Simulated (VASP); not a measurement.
# GaN (kk07) (F-43m) in VASP: vibrations by perturbation theory with LDA

Aim: the vibrations by perturbation theory of GaN (kk07) with LDA.

Everything below comes from runs of VASP 6.6.1. Logs are shortened: lines on timing, memory, paths and dates and some standing lists are left out, and cuts for length are marked.

**1. The cell of the first run**

The structure is cubic, space group F-43m (No. 216). Conventional cell: a = 4.455 Å, b = 4.455 Å, c = 4.455 Å, α = 90.00°, β = 90.00°, γ = 90.00°. Ga (site symmetry -43m) has 4 N at 1.93 Å within 2.6 Å. Within 2.6 Å of N (site symmetry -43m) lie 4 Ga at 1.93 Å.

**2. Vibrations by perturbation theory, LDA**

INCAR reads:

```
ALGO = Normal
EDIFF = 1E-8
ENCUT = 520
IBRION = 8
ISIF = 2
ISMEAR = 0
LASPH = True
LCHARG = False
LEPSILON = True
LREAL = False
LWAVE = False
NBANDS = 16
NELM = 100
NSW = 1
PREC = Accurate
SIGMA = 0.01
```

KPOINTS reads:

```
k-points
0
Gamma
  14 14 14
```

POSCAR reads:

```
GaN
1.0
    0.0000000000      2.2276074888      2.2276074888
    2.2276074888      0.0000000000      2.2276074888
    2.2276074888      2.2276074888      0.0000000000
Ga N
1 1
Direct
    0.0000000000      0.0000000000      0.0000000000
    0.2500000000      0.2500000000      0.2500000000
```

Potentials or basis: VASP PAW LDA potentials, release 64 (Ga_d, N).

Launch:

```sh
$ cat potpaw_LDA.64/Ga_d/POTCAR potpaw_LDA.64/N/POTCAR > POTCAR
$ mpirun -np 1 vasp_std > vasp.out
```

OUTCAR:

```text
EDIFF = 1E-8
   ENCUT = 520
   IBRION = 8
   ISIF = 2
   ISMEAR = 0
   LASPH = True
   LEPSILON = True
   LREAL = False
   NELM = 100
   NSW = 1
   PREC = Accurate

 ion  position               nearest neighbor table
   1  0.000  0.000  0.000-   2 1.93   2 1.93   2 1.93   2 1.93
   2  0.250  0.250  0.250-   1 1.93   1 1.93   1 1.93   1 1.93

  LATTYP: Found a face centered cubic cell.
 ALAT       =     4.4552149776

  Lattice vectors:

 A1 = (   0.0000000000,   2.2276074888,   2.2276074888)
 A2 = (   2.2276074888,   0.0000000000,   2.2276074888)
 A3 = (   2.2276074888,   2.2276074888,   0.0000000000)

Analysis of symmetry for initial positions (statically):
=====================================================================
 Subroutine PRICEL returns:
 Original cell was already a primitive cell.

 Routine SETGRP: Setting up the symmetry group for a
 face centered cubic supercell.

 Subroutine GETGRP returns: Found 24 space group operations
 (whereof 24 operations were pure point group operations)
 out of a pool of 48 trial point group operations.

The static configuration has the point symmetry T_d .

Analysis of symmetry for dynamics (positions and initial velocities):
=====================================================================
 Subroutine PRICEL returns:
 Original cell was already a primitive cell.

 Routine SETGRP: Setting up the symmetry group for a
 face centered cubic supercell.

 Subroutine GETGRP returns: Found 24 space group operations
 (whereof 24 operations were pure point group operations)
 out of a pool of 48 trial point group operations.

The dynamic configuration has the point symmetry T_d .

 Subroutine INISYM returns: Found 24 space group operations
 (whereof 24 operations are pure point group operations),
 and found     1 'primitive' translations

----------------------------------------------------------------------------------------

                                     Primitive cell

  volume of cell :      22.1078

  direct lattice vectors                    reciprocal lattice vectors
     0.000000000  2.227607489  2.227607489    -0.224456060  0.224456060  0.224456060
     2.227607489  0.000000000  2.227607489     0.224456060 -0.224456060  0.224456060
     2.227607489  2.227607489  0.000000000     0.224456060  0.224456060 -0.224456060

  length of vectors
     3.150312722  3.150312722  3.150312722     0.388769300  0.388769300  0.388769300

  position of ions in fractional coordinates (direct lattice)
     0.000000000  0.000000000  0.000000000
     0.250000000  0.250000000  0.250000000

  ion indices of the primitive-cell ions
   primitive index   ion index
                 1           1
                 2           2

----------------------------------------------------------------------------------------

 KPOINTS: k-points

Automatic generation of k-mesh.
 Grid dimensions read from file:
 generate k-points for:   14   14   14

 Generating k-lattice:

  Cartesian coordinates                     Fractional coordinates (reciprocal lattice)
    -0.016032576  0.016032576  0.016032576     0.071428571  0.000000000  0.000000000
     0.016032576 -0.016032576  0.016032576     0.000000000  0.071428571  0.000000000
     0.016032576  0.016032576 -0.016032576     0.000000000  0.000000000  0.071428571

  Length of vectors
     0.027769236  0.027769236  0.027769236

  Shift w.r.t. Gamma in fractional coordinates (k-lattice)
     0.000000000  0.000000000  0.000000000

 Subroutine IBZKPT returns following result:
 ===========================================

 Found    104 irreducible k-points:

 Following reciprocal coordinates:
            Coordinates               Weight
  0.000000  0.000000  0.000000      1.000000
  0.071429  0.000000  0.000000      8.000000
  0.142857  0.000000  0.000000      8.000000
  0.214286  0.000000  0.000000      8.000000
  0.285714  0.000000  0.000000      8.000000
  0.357143  0.000000  0.000000      8.000000
[... 16 lines left out ...]
  0.214286  0.142857  0.000000     24.000000
[... 541 lines left out ...]
     2.227607489  0.000000000  2.227607489     0.224456060 -0.224456060  0.224456060
     2.227607489  2.227607489  0.000000000     0.224456060  0.224456060 -0.224456060

 POSITION                                       TOTAL-FORCE (eV/Angst)
 -----------------------------------------------------------------------------------
      0.00000      0.00000      0.00000        -0.000000     -0.000000      0.000000
      1.11380      1.11380      1.11380         0.000000      0.000000     -0.000000
 -----------------------------------------------------------------------------------
    total drift:                                0.000002      0.000002      0.000002

  FREE ENERGIE OF THE ION-ELECTRON SYSTEM (eV)
  ---------------------------------------------------
  free  energy   TOTEN  =       -13.9438189538 eV

  energy  without entropy=      -13.9438189538  energy(sigma->0) =      -13.94381895

 HEAD OF MICROSCOPIC STATIC DIELECTRIC TENSOR (INDEPENDENT PARTICLE, excluding Hartree and local field effects)
 ------------------------------------------------------
           5.925568     0.000000     0.000000
          -0.000000     5.925568     0.000000
           0.000000    -0.000000     5.925568
 ------------------------------------------------------

 Free energy of the ion-electron system (eV)
  ---------------------------------------------------
  ---------------------------------------------------
  free energy    TOTEN  =        -0.30266921 eV

  energy without entropy =       -0.30266921

------------------------ aborting loop because EDIFF is reached ----------------------------------------

--------------------------------------- Ionic step        2  -------------------------------------------

------------------------ aborting loop because EDIFF is reached ----------------------------------------

--------------------------------------- Ionic step        3  -------------------------------------------

------------------------ aborting loop because EDIFF is reached ----------------------------------------

 PIEZOELECTRIC TENSOR FIELD DIRECTION 3  (e Angst)
 -----------------------------------------------------------------------------
    -0.00108 -1.39719  0.00000           ( -0.00000 -0.11039  0.00000)
    -1.39719 -0.00108  0.00000           ( -0.11039 -0.00000  0.00000)
     0.00000  0.00000  0.00101           (  0.00000  0.00000 -0.00000)

 PIEZOELECTRIC TENSOR FIELD DIRECTION 3  (C/m^2)
 -----------------------------------------------------------------------------
    -0.00078 -1.01256  0.00000
    -1.01256 -0.00078  0.00000
     0.00000  0.00000  0.00073

--------------------------------------- Ionic step        4  -------------------------------------------

------------------------ aborting loop because EDIFF is reached ----------------------------------------

[... ionic steps 5 to 6 ...]

--------------------------------------- Ionic step        7  -------------------------------------------

 Free energy of the ion-electron system (eV)
  ---------------------------------------------------
  ---------------------------------------------------
  free energy    TOTEN  =        -0.22947590 eV

  energy without entropy =       -0.22947590

------------------------ aborting loop because EDIFF is reached ----------------------------------------

 INTERNAL STRAIN TENSOR  FOR ION    2  DIRECTION 1   (eV/Angst):
 -----------------------------------------------------------------------------
     0.00220  0.00000  0.00000
     0.00000 -0.00372 -9.43099
     0.00000 -9.43099 -0.00372

 MACROSCOPIC STATIC DIELECTRIC TENSOR (including local field effects in DFT)
 ------------------------------------------------------
           5.703902     0.000000    -0.000000
           0.000000     5.703902     0.000000
           0.000000     0.000000     5.703902
 ------------------------------------------------------

 PIEZOELECTRIC TENSOR (including local field effects)  for field in x, y, z        (e  Angst)
          XX          YY          ZZ          XY          YZ          ZX
  --------------------------------------------------------------------------------
  x     0.00000     0.00000     0.00000     0.00000    -1.39818     0.00000
  y    -0.00000    -0.00000    -0.00000     0.00000     0.00000    -1.39818
  z    -0.00000    -0.00000     0.00000    -1.39818     0.00000     0.00000

 PIEZOELECTRIC TENSOR (including local field effects)  for field in x, y, z        (C/m^2)
          XX          YY          ZZ          XY          YZ          ZX
  --------------------------------------------------------------------------------
  x     0.00000     0.00000     0.00000     0.00000    -1.01328     0.00000
  y    -0.00000    -0.00000    -0.00000     0.00000     0.00000    -1.01328
  z    -0.00000    -0.00000     0.00000    -1.01328     0.00000     0.00000

 BORN EFFECTIVE CHARGES (including local field effects) (in |e|, cummulative output)
 ---------------------------------------------------------------------------------
 ion    1
    1     2.62405    -0.00000     0.00000
    2     0.00000     2.62405    -0.00000
    3    -0.00000    -0.00000     2.62405
 ion    2
    1    -2.62405     0.00000    -0.00000
    2    -0.00000    -2.62405     0.00000
    3     0.00000     0.00000    -2.62405

 INTERNAL STRAIN TENSOR FOR ION    2 for displacements in x,y,z  (eV/Angst):
          X           Y           Z          XY          YZ          ZX
  --------------------------------------------------------------------------------
  x     0.00000     0.00000     0.00000     0.00000    -9.43099     0.00000
  y     0.00000     0.00000     0.00000     0.00000     0.00000    -9.43099
  z     0.00000     0.00000     0.00000    -9.43099     0.00000     0.00000

 SECOND DERIVATIVES (NOT SYMMETRIZED)
 ------------------------------------
               1X          1Y          1Z          2X          2Y          2Z
  1X   -13.371399    0.000000    0.000000   13.371399    0.000000    0.000000
  1Y     0.000000  -13.371399    0.000000    0.000000   13.371399    0.000000
  1Z     0.000000    0.000000  -13.371399    0.000000    0.000000   13.371399
  2X    13.339626    0.000000    0.000000  -13.339626    0.000000    0.000000
  2Y     0.000000   13.339626    0.000000    0.000000  -13.339626    0.000000
  2Z     0.000000    0.000000   13.339626    0.000000    0.000000  -13.339626

 Eigenvectors and eigenvalues of the dynamical matrix
 ----------------------------------------------------

   1 f  =   16.725014 THz   105.086363 2PiTHz  557.886422 cm-1    69.169070 meV
             X         Y         Z           dx          dy          dz
      0.000000  0.000000  0.000000     0.000000    0.409341    0.000000
      1.113804  1.113804  1.113804     0.000000   -0.912382    0.000000
[... 21 lines left out ...]
   6 f/i=    0.007430 THz     0.046684 2PiTHz    0.247839 cm-1     0.030728 meV
             X         Y         Z           dx          dy          dz
      0.000000  0.000000  0.000000     0.000000    0.000000    0.912382
      1.113804  1.113804  1.113804     0.000000    0.000000    0.409341

--------------------------------------------------------------------------------------------------------

 MACROSCOPIC STATIC DIELECTRIC TENSOR IONIC CONTRIBUTION
 ------------------------------------------------------
           4.219915    -0.000000     0.000000
          -0.000000     4.219915    -0.000000
           0.000000    -0.000000     4.219915
 ------------------------------------------------------

 ELASTIC MODULI CONTR FROM IONIC RELAXATION (kBar)
 Direction    XX          YY          ZZ          XY          YZ          ZX
 --------------------------------------------------------------------------------
 XX          -0.0000     -0.0000     -0.0000      0.0000      0.0000     -0.0000
 YY          -0.0000     -0.0000      0.0000      0.0000     -0.0000     -0.0000
 ZZ          -0.0000      0.0000     -0.0000      0.0000      0.0000      0.0000
 XY           0.0000      0.0000      0.0000   -451.1687     -0.0000      0.0000
 YZ           0.0000     -0.0000      0.0000     -0.0000   -451.1687      0.0000
 ZX          -0.0000     -0.0000      0.0000      0.0000      0.0000   -451.1687
 --------------------------------------------------------------------------------

 PIEZOELECTRIC TENSOR IONIC CONTR  for field in x, y, z        (C/m^2)
          XX          YY          ZZ          XY          YZ          ZX
  --------------------------------------------------------------------------------
  x    -0.00000     0.00000    -0.00000     0.00000     1.29836    -0.00000
  y     0.00000     0.00000    -0.00000    -0.00000    -0.00000     1.29836
  z    -0.00000    -0.00000    -0.00000     1.29836     0.00000    -0.00000
```

It took 5.5 min on 1 thread of Intel Xeon 6975P-C (Granite Rapids), shared host; peak memory 0.42 GiB.

What came out:

| Property | Result |
| --- | --- |
| Electronic dielectric tensor (diagonal) | 5.70 |
| Born charges (mean of the diagonal) | Ga +2.62; N -2.62 e |
| Highest phonon frequency at Γ, LO-TO splitting left out | 558 cm⁻¹ |

Phonon frequencies in cm⁻¹ (negative: imaginary):
```tsv
q point	frequencies
(0.000, 0.000, 0.000)	0 0 0 558 558 558
```

Electronic dielectric tensor:
```
5.70 0.00 0.00
0.00 5.70 0.00
0.00 0.00 5.70
```

Born effective charge tensors (e):
atom 1, Ga
```
2.62 0.00 0.00
0.00 2.62 0.00
0.00 0.00 2.62
```
atom 2, N
```
-2.62  0.00  0.00
 0.00 -2.62  0.00
 0.00  0.00 -2.62
```

Caveat: the cell wasn't relaxed at this level first, which shifts response properties.
